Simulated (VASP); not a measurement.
# V (Im-3m) in VASP: notebook

Runs on V. Level: r2SCAN. Tasks: single point.

Everything below comes from runs of VASP 6.6.1. Logs are shortened: lines on timing, memory, paths and dates and some standing lists are left out, and cuts for length are marked.

### Step 1. The cell of the first run

The structure is cubic, space group Im-3m (No. 229). Conventional cell: a = 2.900 Å, b = 2.900 Å, c = 2.900 Å, α = 90.00°, β = 90.00°, γ = 90.00°. Within 3.3 Å of V (site symmetry m-3m) lie 14 V at 2.51 to 2.90 Å.

### Step 2. Single point, r2SCAN, collinear spin, ferromagnetic start (12.19 Å³/atom)

POSCAR reads:

```
V
1.0
   -1.4498332104      1.4498332104      1.4498332104
    1.4498332104     -1.4498332104      1.4498332104
    1.4498332104      1.4498332104     -1.4498332104
V
1
Direct
    0.0000000000      0.0000000000      0.0000000000
```

INCAR.step1 reads:

```
  ALGO = Normal
  EDIFF = 1E-5
  ENCUT = 550
  GGA = PE
  GGA_COMPAT = False
  ISMEAR = -1
  ISPIN = 2
  LASPH = True
  LCHARG = False
  LMAXMIX = 4
  LREAL = False
  LWAVE = True
  MAGMOM = 1
  NBANDS = 16
  NELM = 200
  PREC = Accurate
  SIGMA = 0.05
```

INCAR.step2 reads:

```
  ALGO = Normal
  EDIFF = 1E-6
  ENCUT = 550
  GGA_COMPAT = False
  ISIF = 2
  ISMEAR = -1
  ISPIN = 2
  ISTART = 1
  LASPH = True
  LCHARG = False
  LMAXMIX = 4
  LMIXTAU = True
  LORBIT = 11
  LREAL = False
  LWAVE = False
  MAGMOM = 1
  METAGGA = R2SCAN
  NBANDS = 16
  NELM = 200
  PREC = Accurate
  SIGMA = 0.05
```

KPOINTS reads:

```
k-points
0
Gamma
  24 24 24
```

Potentials or basis: VASP PAW PBE potentials, release 64 (V_sv).

Launch:

```bash
$ cat potpaw_PBE.64/V_sv/POTCAR > POTCAR
$ cp INCAR.step1 INCAR
$ mpirun -np 1 vasp_std > vasp.out
$ cp INCAR.step2 INCAR
$ mpirun -np 1 vasp_std > vasp.out
```

OUTCAR:

```text
EDIFF = 1E-6
   ENCUT = 550
   ISIF = 2
   ISMEAR = -1
   ISPIN = 2
   ISTART = 1
   LASPH = True
   LORBIT = 11
   LREAL = False
   METAGGA = R2SCAN
   NELM = 200
   PREC = Accurate

 ion  position               nearest neighbor table
   1  0.000  0.000  0.000-

  LATTYP: Found a body centered cubic cell.
 ALAT       =     2.8996664208

  Lattice vectors:

 A1 = (  -1.4498332104,   1.4498332104,   1.4498332104)
 A2 = (   1.4498332104,  -1.4498332104,   1.4498332104)
 A3 = (   1.4498332104,   1.4498332104,  -1.4498332104)

Analysis of symmetry for initial positions (statically):
=====================================================================
 Subroutine PRICEL returns:
 Original cell was already a primitive cell.

 Routine SETGRP: Setting up the symmetry group for a
 body centered cubic supercell.

 Subroutine GETGRP returns: Found 48 space group operations
 (whereof 48 operations were pure point group operations)
 out of a pool of 48 trial point group operations.

The static configuration has the point symmetry O_h .

Analysis of symmetry for dynamics (positions and initial velocities):
=====================================================================
 Subroutine PRICEL returns:
 Original cell was already a primitive cell.

 Routine SETGRP: Setting up the symmetry group for a
 body centered cubic supercell.

 Subroutine GETGRP returns: Found 48 space group operations
 (whereof 48 operations were pure point group operations)
 out of a pool of 48 trial point group operations.

The dynamic configuration has the point symmetry O_h .

Analysis of structural, dynamic, and magnetic symmetry:
=====================================================================
 Subroutine PRICEL returns:
 Original cell was already a primitive cell.

 Routine SETGRP: Setting up the symmetry group for a
 body centered cubic supercell.

 Subroutine GETGRP returns: Found 48 space group operations
 (whereof 48 operations were pure point group operations)
 out of a pool of 48 trial point group operations.

The overall configuration has the point symmetry O_h .

 Subroutine INISYM returns: Found 48 space group operations
 (whereof 48 operations are pure point group operations),
 and found     1 'primitive' translations

----------------------------------------------------------------------------------------

                                     Primitive cell

  volume of cell :      12.1903

  direct lattice vectors                    reciprocal lattice vectors
    -1.449833210  1.449833210  1.449833210     0.000000000  0.344867255  0.344867255
     1.449833210 -1.449833210  1.449833210     0.344867255  0.000000000  0.344867255
     1.449833210  1.449833210 -1.449833210     0.344867255  0.344867255  0.000000000

  length of vectors
     2.511184783  2.511184783  2.511184783     0.487715950  0.487715950  0.487715950

  position of ions in fractional coordinates (direct lattice)
     0.000000000  0.000000000  0.000000000

  ion indices of the primitive-cell ions
   primitive index   ion index
                 1           1

----------------------------------------------------------------------------------------

 KPOINTS: k-points

Automatic generation of k-mesh.
 Grid dimensions read from file:
 generate k-points for:   24   24   24

 Generating k-lattice:

  Cartesian coordinates                     Fractional coordinates (reciprocal lattice)
     0.000000000  0.014369469  0.014369469     0.041666667  0.000000000  0.000000000
     0.014369469  0.000000000  0.014369469     0.000000000  0.041666667  0.000000000
     0.014369469  0.014369469  0.000000000     0.000000000  0.000000000  0.041666667

  Length of vectors
     0.020321498  0.020321498  0.020321498

  Shift w.r.t. Gamma in fractional coordinates (k-lattice)
     0.000000000  0.000000000  0.000000000

 Subroutine IBZKPT returns following result:
 ===========================================

 Found    413 irreducible k-points:

 Following reciprocal coordinates:
            Coordinates               Weight
  0.000000  0.000000  0.000000      1.000000
  0.041667  0.000000  0.000000     12.000000
  0.083333  0.000000  0.000000     12.000000
  0.125000  0.000000  0.000000     12.000000
  0.166667  0.000000  0.000000     12.000000
  0.208333  0.000000  0.000000     12.000000
[... 16 lines left out ...]
  0.416667  0.041667  0.000000     48.000000
  0.458333  0.041667  0.000000     48.000000
 [... further k-points ...]
   k-points           NKPTS =    413   k-points in BZ     NKDIM =    413   number of bands    NBANDS=     16
   number of dos      NEDOS =    301   number of ions     NIONS =      1
   total plane-waves  NPLWV =   8000
   dimension x,y,z NGX =    20 NGY =   20 NGZ =   20
   dimension x,y,z NGXF=    40 NGYF=   40 NGZF=   40
   ions per type =               1
   NGX,Y,Z   is equivalent  to a cutoff of  13.24, 13.24, 13.24 a.u.
   NGXF,Y,Z  is equivalent  to a cutoff of  26.48, 26.48, 26.48 a.u.
 SYSTEM =  unknown system
   PREC   = accura    normal or accurate (medium, high low for compatibility)
   ISTART =      1    job   : 0-new  1-cont  2-samecut
   ICHARG =      0    charge: 1-file 2-atom 10-const
   ISPIN  =      2    spin polarized calculation?
   LNONCOLLINEAR =      F non collinear calculations
   LSORBIT =      F    spin-orbit coupling
   LASPH  =      T    aspherical Exc in radial PAW
   ENCUT  =  550.0 eV  40.42 Ry    6.36 a.u.   4.80  4.80  4.80*2*pi/ulx,y,z
   NELM   =    200;   NELMIN=  2; NELMDL=  0     # of ELM steps
   EDIFF  = 0.1E-05   stopping-criterion for ELM
   LREAL  =      F    real-space projection
   EDIFFG = 0.1E-04   stopping-criterion for IOM
   NSW    =      0    number of steps for IOM
   IBRION =     -1    ionic relax: 0-MD 1-quasi-New 2-CG
   NFREE  =      0    steps in history (QN), initial steepest desc. (CG)
   ISIF   =      2    stress and relaxation
   ISYM   =      2    0-nonsym 1-usesym 2-fastsym
   POTIM  = 0.5000    time-step for ionic-motion
   TEBEG  =    0.0;   TEEND  =   0.0 temperature during run
   PSTRESS=    0.0 pullay stress
   NELECT =      13.0000    total number of electrons
   NUPDOWN=      -1.0000    fix difference up-down
   EMIN   =  10.00;   EMAX   =-10.00  energy-range for DOS
   EFERMI =   0.00;   METHOD = LEGACY
   ISMEAR =    -1;   SIGMA  =   0.05  broadening in eV -4-tet -1-fermi 0-gaus
   EFERMI_NEDOS =   21; number of points for ismear=-14 and -15
   IALGO  =     38    algorithm
   IMIX   =      4    mixing-type and parameters
     AMIX     =   0.40;   BMIX     =  1.00
     AMIX_MAG =   1.60;   BMIX_MAG =  1.00
  volume/ion in A,a.u.               =      12.19        82.26
  Fermi-wavevector in a.u.,A,eV,Ry     =   1.672571  3.160701 38.062215  2.797494
  Thomas-Fermi vector in A             =   2.757695
   LORBIT       =     11    0 simple, 1 ext, 2 COOP (PROOUT), +10 PAW based schemes
   METAGGA = R2SCAN    functional components
   LHFCALC =     F    Hartree Fock is set to
   AEXX    =    0.0000 exact exchange contribution
   IVDW    =     0    specifies the selected vdW correction
   LEPSILON=     F    determine dielectric tensor
   LRPA    =     F    only Hartree local field effects (RPA)
 spin polarized calculation
  energy-cutoff  :      550.00
  volume of cell :       12.19
 maximum number of plane-waves:       372
   NGX =  9   NGY =  9   NGZ =  9

 number of electron      13.0000004 magnetization      -0.0000085

 Free energy of the ion-electron system (eV)
  ---------------------------------------------------
  ext. energy  EPLUGINS =         0.00000000
  ---------------------------------------------------
  free energy    TOTEN  =       -14.06977720 eV

  energy without entropy =      -14.05726130  energy(sigma->0) =      -14.06351925

 E-fermi :  10.9713     XC(G=0): -14.6831

 val. band max:       10.9709005371   @ k =  -0.3333   0.4167   0.0417
 cond. band min:      10.9796926099   @ k =   0.3333   0.1667   0.0417
 fundamental gap:      0.0087920727
 Fermi energy:        10.9713494346

 spin component 1

 k-point     1 :       0.0000    0.0000    0.0000
  band No.  band energies     occupation
      1     -55.2306      1.00000
      2     -27.1872      1.00000
      3     -27.1872      1.00000
      4     -27.1872      1.00000
      5       3.7191      1.00000
      6      11.4742      0.00004
[... 8 lines left out ...]
     15      41.4319      0.00000
     16      46.8048      0.00000

 k-point     2 :       0.0417    0.0000    0.0000
  band No.  band energies     occupation
      1     -55.2255      1.00000
      2     -27.2103      1.00000
      3     -27.1940      1.00000
      4     -27.1874      1.00000
      5       3.8003      1.00000
      6      11.4369      0.00009
[... 8 lines left out ...]
     15      41.5879      0.00000
     16      45.9085      0.00000
[... 387 lines left out ...]
      5       7.3194      1.00000
      6       9.6755      1.00000
[... 8 lines left out ...]
     15      41.3084      0.00000
     16      43.0085      0.00000

 k-point    24 :       0.4583    0.0417    0.0000
  band No.  band energies     occupation
      1     -54.9249      1.00000
      2     -28.4533      1.00000
      3     -27.5783      1.00000
      4     -27.2098      1.00000
      5       7.3093      1.00000
      6       9.6216      1.00000
[... 8 lines left out ...]
     15      41.4713      0.00000
     16      42.7216      0.00000

 [... further k-points ...]

 spin component 2

 k-point     1 :       0.0000    0.0000    0.0000
  band No.  band energies     occupation
      1     -55.2306      1.00000
      2     -27.1872      1.00000
      3     -27.1872      1.00000
      4     -27.1872      1.00000
      5       3.7191      1.00000
      6      11.4742      0.00004
[... 8 lines left out ...]
     15      41.4319      0.00000
     16      46.8048      0.00000

 k-point     2 :       0.0417    0.0000    0.0000
  band No.  band energies     occupation
      1     -55.2255      1.00000
      2     -27.2103      1.00000
      3     -27.1940      1.00000
      4     -27.1875      1.00000
      5       3.8003      1.00000
      6      11.4369      0.00009
[... 8 lines left out ...]
     15      41.5879      0.00000
     16      45.9085      0.00000
[... 387 lines left out ...]
      5       7.3194      1.00000
      6       9.6755      1.00000
[... 8 lines left out ...]
     15      41.3084      0.00000
     16      43.0085      0.00000

 k-point    24 :       0.4583    0.0417    0.0000
  band No.  band energies     occupation
      1     -54.9249      1.00000
      2     -28.4533      1.00000
      3     -27.5783      1.00000
      4     -27.2098      1.00000
      5       7.3093      1.00000
      6       9.6216      1.00000
[... 8 lines left out ...]
     15      41.4713      0.00000
     16      42.7216      0.00000

 [... further k-points ...]
[... 5 lines left out ...]
  --------------------------------------------------------------------------------------
  -------------------------------------------------------------------------------------
  Total        1.5278234      1.5278234      1.5278234     -0.0000000     -0.0000000      0.0000000
  in kB      200.8027326    200.8027326    200.8027326     -0.0000000     -0.0000000      0.0000000
  external PRESSURE =     200.8027326 kB  Pullay stress =       0.0000000 kB

 VOLUME and BASIS-vectors are now :
 -----------------------------------------------------------------------------
  energy-cutoff  :      550.00
  volume of cell :       12.19
      direct lattice vectors                 reciprocal lattice vectors
    -1.449833210  1.449833210  1.449833210     0.000000000  0.344867255  0.344867255
     1.449833210 -1.449833210  1.449833210     0.344867255  0.000000000  0.344867255
     1.449833210  1.449833210 -1.449833210     0.344867255  0.344867255  0.000000000

 POSITION                                       TOTAL-FORCE (eV/Angst)
 -----------------------------------------------------------------------------------
      0.00000      0.00000      0.00000        -0.000000      0.000000      0.000000
 -----------------------------------------------------------------------------------
    total drift:                                0.000000     -0.000000      0.000000

  FREE ENERGIE OF THE ION-ELECTRON SYSTEM (eV)
  ---------------------------------------------------
  free  energy   TOTEN  =       -14.0697771989 eV

  energy  without entropy=      -14.0572613027  energy(sigma->0) =      -14.06351925

 total charge

# of ion       s       p       d       tot
------------------------------------------
    1        2.371   6.269   3.177  11.816

 magnetization (x)

# of ion       s       p       d       tot
------------------------------------------
    1       -0.000  -0.000  -0.000  -0.000
```

Run time: 12 min. Hardware: 1 thread of Oxide Virtual Turin-like, shared host; peak memory 0.2 GiB.

What came out:

| Quantity | Value |
| --- | --- |
| Free energy | -14.0698 eV |
| Pressure | 20.1 GPa |
| Net moment | 0.00 μB per cell |
| Valence electrons inside the program's atomic spheres | V 11.82 |

Caveat: the cell stands under pressure; the moments typed at the start vanished in this run; the PAW data sets were made with another functional, which shifts forces and pressure a little.

(Part 1 of 2 ends here.)
